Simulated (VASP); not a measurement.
Wanted: the native input for a VASP 6.6.1 run.

- Task: single point
- Functional: PBE
- Potentials or basis: VASP PAW PBE potentials, release 64 (C)
- Cutoff: 520 eV
- k mesh: 29 × 29 × 29
- Occupations: fermi-dirac, width 0.05 eV
- Spin: no spin polarisation
- Dipole correction: no
- Further INCAR settings: ALGO = Normal; EDIFF = 1e-06; NBANDS = 8

The structure of C lies in POSCAR:

```
C
1.0
   -0.9681163593      0.9681163593      0.9681163593
    0.9681163593     -0.9681163593      0.9681163593
    0.9681163593      0.9681163593     -0.9681163593
C
1
Direct
    0.0000000000      0.0000000000      0.0000000000
```

One way to write it, as run:

INCAR

```
SYSTEM = C
PREC = Accurate ; ENCUT = 520
EDIFF = 1E-6 ; ISMEAR = -1
SIGMA = 0.05 ; LREAL = .FALSE.
LASPH = .TRUE. ; NELM = 80
ALGO = Normal ; ISIF = 2
LWAVE = .FALSE. ; LCHARG = .FALSE.
GGA = PE ; NBANDS = 8
```

KPOINTS

```
Automatic mesh
0
G
  29 29 29
  0 0 0
```

Potentials or basis: VASP PAW PBE potentials, release 64 (C).

The run is started by

```bash
$ cat potpaw_PBE.64/C/POTCAR > POTCAR
$ mpirun -np 1 vasp_std > vasp.out
```

Results of the run:

The pressure is 380.6 GPa and the band gap on the k mesh is zero (band 2 reaches 35.71 eV, above the bottom of band 3 at 12.69 eV).

Wall time 7.6 s on 1 thread of Intel(R) Xeon(R) Platinum 8259CL CPU @ 2.50GHz (Skylake/Cascade Lake), on a shared host, peak memory 0.12 GiB.
